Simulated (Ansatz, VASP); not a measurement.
## Two plane-wave programs on InSb

The input INCAR:

```
SYSTEM = InSb
  PREC = Accurate
  ENCUT = 520
  EDIFF = 1E-6
  ISMEAR = 0
  SIGMA = 0.15
  LREAL = .False.
  LASPH = .True.
  NELM = 80
  ALGO = Normal
  ISIF = 2
  LWAVE = .False.
  LCHARG = .False.
  GGA = PE
  IVDW = 12
  NBANDS = 16
```

KPOINTS

```
regular mesh
0
Gamma
  12 12 12
  0 0 0
```

Contents of POSCAR:

```
InSb
1.0
    3.8076520000      0.0000000000      0.0000000000
    0.0000000000      3.8076520000      0.0000000000
    0.0000000000      0.0000000000      3.8076520000
In Sb
1 1
Direct
    0.0000000000      0.0000000000      0.0000000000
    0.5000000000      0.5000000000      0.5000000000
```

Input for Ansatz:

```yaml
crystal:
  lattice:
    - [3.807652, 0.0, 0.0]
    - [0.0, 3.807652, 0.0]
    - [0.0, 0.0, 3.807652]
  atoms:
    - { symbol: In, position: [0.0, 0.0, 0.0] }
    - { symbol: Sb, position: [0.5, 0.5, 0.5] }
basis:
  ecutwfc: 420
kpoints:
  mp_grid: { grid: [12, 12, 12] }
hamiltonian:
  xc: pbe
  dispersion: d3bj
scf:
  occupations: { method: gaussian, width: 0.15 }
output:
  forces: true
  stress: true
  eigenvalues: true
```

Alike in both runs: task single point; functional PBE; dispersion D3(BJ); k mesh 12 × 12 × 12; occupations gaussian, width 0.15 eV; no spin polarisation.

|  | VASP | Ansatz |
| --- | --- | --- |
| version | VASP 6.6.1 | Ansatz 0.2.0 |
| potentials or method | VASP PAW PBE potentials, release 64 (In_d, Sb), cutoff 520 eV | scalar-relativistic, plane waves, PAW |
| valence electrons in the cell | 18 | 28 |

VASP gave:

| Item | Value |
| --- | --- |
| gap on the k mesh at the Fermi level (eV) | none |
| pressure (GPa) | -2.6 |

Task: Estimate Ansatz's values.

Result: gap on the k mesh at the Fermi level (eV): none; pressure (GPa): -2.5.

A gap of «none» marks a metal or a gap that the smearing closes. VASP's potentials hold 18 valence electrons a cell and Ansatz's 28, so a difference there can come from the potentials and not from the codes.

Neither program's run includes spin-orbit coupling.
